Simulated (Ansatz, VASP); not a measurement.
# MnO2: VASP beside Ansatz

```
Mn O
1.0
     4.39806    0.00000    0.00000
     0.00000    4.39806    0.00000
     0.00000    0.00000    2.86320
Mn O
2 4
Cartesian
  0.0000 0.0000 0.0000
  2.1990 2.1990 1.4316
  1.3419 1.3419 0.0000
  0.8571 3.5410 1.4316
  3.0561 3.0561 0.0000
  3.5410 0.8571 1.4316
```

Alike in both runs: task single point; functional r2SCAN; k mesh 6 × 6 × 10; occupations gaussian, width 0.05 eV; no spin polarisation.

|  | VASP | Ansatz |
| --- | --- | --- |
| version | VASP 6.6.1 | Ansatz 0.2.0 |
| potentials or method | VASP PAW PBE potentials, release 64 (Mn_pv, O), cutoff 520 eV | scalar-relativistic, plane waves, PAW |
| valence electrons in the cell | 50 | 54 |

```csv
,VASP,Ansatz,Ansatz less VASP
gap on the k mesh at the Fermi level (eV),none,none,-
pressure (GPa),-12.2,-13.1,-0.92
"traceless stress, the component that is largest in VASP (GPa)",-2.46,-2.82,-0.358
rms of the force components (eV/Å),0.141,0.130,-0.0104
```

VASP's potentials were made for PBE, not for r2SCAN. Atom by atom the forces differ by 0.010 eV/Å (rms over components). A gap of «none» marks a metal or a gap that the smearing closes. VASP's potentials hold 50 valence electrons a cell and Ansatz's 54, so a difference there can come from the potentials and not from the codes.
